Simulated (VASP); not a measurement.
Here is a VASP 6.6.1 calculation.

The input INCAR:

```
PREC     = Accurate       # precision mode
ENCUT    = 520            # plane-wave cutoff, eV
EDIFF    = 1E-8           # SCF threshold, eV
ISMEAR   = -1             # smearing method
SIGMA    = 0.05           # smearing width, eV
LREAL    = F              # projectors in reciprocal space
LASPH    = T              # aspherical terms in the spheres
NELM     = 60             # most SCF steps
ALGO     = Normal         # electronic algorithm
ISIF     = 2              # what is computed and relaxed
LWAVE    = F              # write WAVECAR
LCHARG   = F              # write CHGCAR
GGA      = PE             # functional
LEFG     = T            
NBANDS   = 8              # bands
```

Contents of KPOINTS:

```
regular mesh
0
Gamma
  12 12 12
```

File POSCAR:

```
Sb
1.0
    0.0000000000      2.3050000000      2.3050000000
    2.3050000000      0.0000000000      2.3050000000
    2.3050000000      2.3050000000      0.0000000000
Sb
1
Direct
    0.0000000000      0.0000000000      0.0000000000
```

Potentials or basis: VASP PAW PBE potentials, release 64 (Sb).

Launch:

```bash
$ cat potpaw_PBE.64/Sb/POTCAR > POTCAR
$ mpirun -np 1 vasp_std > vasp.out
```

Q: Estimate the pressure.

A: 8.6 GPa.

Caveat: without QUAD_EFG the Cq values of the log hold for a quadrupole moment of 1 mb, not for the nuclei.
